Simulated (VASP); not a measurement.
# C (Fmmm) in VASP: further runs, part 2 of 2

VASP 6.6.1. Earlier steps stand in the parts before.

## 3. Single point, r2SCAN (strain -0.030 along x and y, +0.015 along z)

The input, POSCAR:

```
C
1.0
    0.0000000000      2.0631900000      3.3982200000
    1.1911600000      0.0000000000      3.3982200000
    1.1911600000      2.0631900000      0.0000000000
C
2
Direct
    0.1666700000      0.8333300000      0.1666700000
    0.8333300000      0.1666700000      0.8333300000
```

The input, INCAR.step1:

```
ALGO = Normal
EDIFF = 1E-4
ENCUT = 520
GGA = PE
ISMEAR = 0
LASPH = T
LCHARG = F
LREAL = F
LWAVE = T
NBANDS = 11
NELM = 100
PREC = Accurate
SIGMA = 0.05
```

The input, INCAR.step2:

```
ALGO = Normal
EDIFF = 1E-7
ENCUT = 520
ISIF = 2
ISMEAR = 0
ISTART = 1
LASPH = T
LCHARG = F
LMIXTAU = T
LREAL = F
LWAVE = F
METAGGA = R2SCAN
NBANDS = 11
NELM = 100
PREC = Accurate
SIGMA = 0.05
```

The input, KPOINTS:

```
k-points
0
Gamma
  14 14 14
```

Potentials or basis: VASP PAW PBE potentials, release 64 (C).

Launch:

```
$ cat potpaw_PBE.64/C/POTCAR > POTCAR
$ cp INCAR.step1 INCAR
$ mpirun -np 1 vasp_std > vasp.out
$ cp INCAR.step2 INCAR
$ mpirun -np 1 vasp_std > vasp.out
```

It took 10 min on 1 thread of Intel Xeon 8259CL, shared host; peak memory 0.19 GiB.

It converged, with:

| Quantity | Value |
| --- | --- |
| Free energy | -19.7284 eV |
| Pressure | 30.3 GPa |
| Largest force | 0.022 eV/Å |

Forces in eV/Å, atoms in the order of the input:
```
C    0.000  0.022  0.000
C    0.000 -0.022  0.000
```

Stress tensor (GPa, compression positive):
```
44.92  0.00  0.00
 0.00 44.92  0.00
 0.00  0.00  1.07
```

Caveat: the cell differs from its parent crystal (strain -0.030 along x and y, +0.015 along z); the cell stands under pressure; the PAW data sets were made with another functional, which shifts forces and pressure a little.

## 4. Single point, r2SCAN (strain -0.030 along x and y, +0.030 along z)

The input, POSCAR:

```
C
1.0
    0.0000000000      2.0631900000      3.4484400000
    1.1911600000      0.0000000000      3.4484400000
    1.1911600000      2.0631900000      0.0000000000
C
2
Direct
    0.1666700000      0.8333300000      0.1666700000
    0.8333300000      0.1666700000      0.8333300000
```

INCAR.step1, as its differences from that of step 3:

```diff
@@ -10,3 +10,3 @@
 NBANDS = 11
-NELM = 100
+NELM = 60
 PREC = Accurate
```

INCAR.step2, as its differences from that of step 3:

```diff
@@ -1,3 +1,3 @@
 ALGO = Normal
-EDIFF = 1E-7
+EDIFF = 1E-6
 ENCUT = 520
@@ -13,3 +13,3 @@
 NBANDS = 11
-NELM = 100
+NELM = 60
 PREC = Accurate
```

KPOINTS is that of step 3.

Potentials or basis: VASP PAW PBE potentials, release 64 (C).

Launch:

```
$ cat potpaw_PBE.64/C/POTCAR > POTCAR
$ cp INCAR.step1 INCAR
$ mpirun -np 1 vasp_std > vasp.out
$ cp INCAR.step2 INCAR
$ mpirun -np 1 vasp_std > vasp.out
```

OUTCAR:

```text
EDIFF = 1E-6
   ENCUT = 520
   ISIF = 2
   ISMEAR = 0
   ISTART = 1
   LASPH = T
   LREAL = F
   METAGGA = R2SCAN
   NELM = 60
   PREC = Accurate

 ion  position               nearest neighbor table
   1  0.167  0.833  0.167-   2 1.38   2 1.38   2 1.38
   2  0.833  0.167  0.833-   1 1.38   1 1.38   1 1.38

  LATTYP: Found a face centered orthorhombic cell.
 ALAT       =     2.3823200000
 B/A-ratio  =     1.7320846906
 C/A-ratio  =     2.8950266967

  Lattice vectors:

 A1 = (   0.0000000000,   2.0631900000,   3.4484400000)
 A2 = (   1.1911600000,   0.0000000000,   3.4484400000)
 A3 = (   1.1911600000,   2.0631900000,   0.0000000000)

Analysis of symmetry for initial positions (statically):
=====================================================================
 Subroutine PRICEL returns:
 Original cell was already a primitive cell.

 Routine SETGRP: Setting up the symmetry group for a
 face centered orthorhombic supercell.

 Subroutine GETGRP returns: Found  8 space group operations
 (whereof  8 operations were pure point group operations)
 out of a pool of  8 trial point group operations.

[... 173 lines left out ...]
      2      -2.8744      2.00000
      3       1.8480      2.00000
      4       1.8646      2.00000
      5       8.8159      0.00000
      6      14.3583      0.00000
      7      14.4098      0.00000
      8      18.7164      0.00000
      9      20.5946      0.00000
     10      30.3077      0.00000
     11      31.3342      0.00000
[... 309 lines left out ...]
 k-point    24 :       0.2857    0.1429    0.0000
  band No.  band energies     occupation
      1     -16.0908      2.00000
      2      -2.9523      2.00000
      3      -0.1114      2.00000
      4       0.8135      2.00000
      5      11.3640      0.00000
      6      14.5820      0.00000
      7      16.6023      0.00000
      8      16.7615      0.00000
      9      21.4337      0.00000
     10      27.7296      0.00000
     11      31.2586      0.00000

 [... further k-points ...]

------------------------ aborting loop because EDIFF is reached ----------------------------------------

  FORCE on cell =-STRESS in cart. coord.  units (eV):
  Direction    XX          YY          ZZ          XY          YZ          ZX
  --------------------------------------------------------------------------------------
  -------------------------------------------------------------------------------------
  Total        4.6892222      4.6903358      0.0574626      0.0000000      0.0000000      0.0000000
  in kB      443.2506734    443.3559359      5.4316753      0.0000000      0.0000000      0.0000000
  external PRESSURE =     297.3460949 kB  Pullay stress =       0.0000000 kB

 VOLUME and BASIS-vectors are now :
 -----------------------------------------------------------------------------
  energy-cutoff  :      520.00
  volume of cell :       16.95
      direct lattice vectors                 reciprocal lattice vectors
     0.000000000  2.063190000  3.448440000    -0.419758890  0.242343168  0.144993098
     1.191160000  0.000000000  3.448440000     0.419758890 -0.242343168  0.144993098
     1.191160000  2.063190000  0.000000000     0.419758890  0.242343168 -0.144993098

 POSITION                                       TOTAL-FORCE (eV/Angst)
 -----------------------------------------------------------------------------------
      1.19116      0.68774      3.44844         0.000000      0.019293      0.000000
      1.19116      3.43864      3.44844         0.000000     -0.019293      0.000000
 -----------------------------------------------------------------------------------
    total drift:                               -0.000000     -0.000000     -0.000000

  FREE ENERGIE OF THE ION-ELECTRON SYSTEM (eV)
  ---------------------------------------------------
  free  energy   TOTEN  =       -19.7298729367 eV

  energy  without entropy=      -19.7298729367  energy(sigma->0) =      -19.72987294
```

OUTCAR.step1:

```text
EDIFF = 1E-4
   ENCUT = 520
   GGA = PE
   ISMEAR = 0
   LASPH = T
[... 559 lines left out ...]
 -----------------------------------------------------------------------------------
      1.19116      0.68774      3.44844         0.000000      0.021403      0.000000
      1.19116      3.43864      3.44844         0.000000     -0.021403      0.000000
 -----------------------------------------------------------------------------------
    total drift:                               -0.000000     -0.000000     -0.000000

  FREE ENERGIE OF THE ION-ELECTRON SYSTEM (eV)
  ---------------------------------------------------
  free  energy   TOTEN  =       -18.2527827660 eV

  energy  without entropy=      -18.2527827660  energy(sigma->0) =      -18.25278277
```

Wall time 8.4 min (1 thread of Intel Xeon 8259CL, shared host); peak memory 0.19 GiB.

Results:

| Quantity | Value |
| --- | --- |
| Free energy | -19.7299 eV |
| Pressure | 29.7 GPa |
| Largest force | 0.019 eV/Å |

Forces in eV/Å, atoms in the order of the input:
```
C    0.000  0.019  0.000
C    0.000 -0.019  0.000
```

Caveat: the cell differs from its parent crystal (strain -0.030 along x and y, +0.030 along z); the cell stands under pressure; the PAW data sets were made with another functional, which shifts forces and pressure a little.

## 5. Single point, r2SCAN (strain +0.000 along x and y, -0.015 along z)

The input, POSCAR:

```
C
1.0
    0.0000000000      2.1270000000      3.2977800000
    1.2280000000      0.0000000000      3.2977800000
    1.2280000000      2.1270000000      0.0000000000
C
2
Direct
    0.1666700000      0.8333300000      0.1666700000
    0.8333300000      0.1666700000      0.8333300000
```

The input, INCAR.step1:

```
PREC     = Accurate       # precision mode
ENCUT    = 520            # plane-wave cutoff, eV
ISMEAR   = 0              # smearing method
SIGMA    = 0.05           # smearing width, eV
LREAL    = F              # projectors in reciprocal space
LASPH    = T              # aspherical terms in the spheres
NELM     = 60             # most SCF steps
NBANDS   = 11             # bands
GGA      = PE             # functional
ALGO     = Normal         # electronic algorithm
EDIFF    = 1E-4           # SCF threshold, eV
LWAVE    = T              # write WAVECAR
LCHARG   = F              # write CHGCAR
```

The input, INCAR.step2:

```
PREC     = Accurate       # precision mode
ENCUT    = 520            # plane-wave cutoff, eV
EDIFF    = 1E-7           # SCF threshold, eV
ISMEAR   = 0              # smearing method
SIGMA    = 0.05           # smearing width, eV
LREAL    = F              # projectors in reciprocal space
LASPH    = T              # aspherical terms in the spheres
NELM     = 60             # most SCF steps
ALGO     = Normal         # electronic algorithm
ISIF     = 2              # what is computed and relaxed
LWAVE    = F              # write WAVECAR
LCHARG   = T              # write CHGCAR
METAGGA  = R2SCAN         # meta-GGA
LMIXTAU  = T            
LELF     = T              # ELF
LVHAR    = T            
NBANDS   = 11             # bands
ISTART   = 1
```

The input, KPOINTS:

```
regular mesh
0
Gamma
  14 14 14
```

Launch:

```
$ cat potpaw_PBE.64/C/POTCAR > POTCAR
$ cp INCAR.step1 INCAR
$ mpirun -np 1 vasp_std > vasp.out
$ cp INCAR.step2 INCAR
$ mpirun -np 1 vasp_std > vasp.out
```

It took 11 min on 1 thread of Intel Xeon 8259CL, shared host; peak memory 0.19 GiB.

It converged, with:

- Free energy: -19.8648 eV
- Pressure: 1.3 GPa
- Largest force: 0.032 eV/Å

Forces on the atoms (eV/Å):
```
C    0.000  0.032  0.000
C    0.000 -0.032  0.000
```

Stress tensor (GPa, compression positive):
```
0.66 0.00 0.00
0.00 0.62 0.00
0.00 0.00 2.74
```

Caveat: the cell differs from its parent crystal (strain +0.000 along x and y, -0.015 along z); the PAW data sets were made with another functional, which shifts forces and pressure a little.

## 6. The runs side by side

| cell | pressure (GPa) | largest force (eV/Å) |
| --- | --- | --- |
| a = 3.865, b = 3.466, c = 2.419 Å, angles 79.9, 62.0, 38.1°, 2 atoms | 15.9 | 0.03 |
| a = 3.976, b = 3.601, c = 2.382 Å, angles 80.5, 63.3, 36.2°, 2 atoms | 30.3 | 0.02 |
| a = 4.019, b = 3.648, c = 2.382 Å, angles 80.6, 63.6, 35.8°, 2 atoms | 29.7 | 0.02 |
| a = 3.924, b = 3.519, c = 2.456 Å, angles 80.0, 62.0, 38.0°, 2 atoms | 1.3 | 0.03 |

Alike in all rows: task single point; level r2SCAN; potentials or basis VASP PAW PBE potentials, release 64 (C); no spin polarisation; k mesh 14 × 14 × 14; cutoff (eV) 520; smearing gaussian 0.05 eV.

Caveats: the PAW data sets were made with another functional, which shifts forces and pressure a little; the cell stands under pressure (at least some runs).

Total energies depend on the potentials used, so only differences within one code and one set of settings carry meaning.
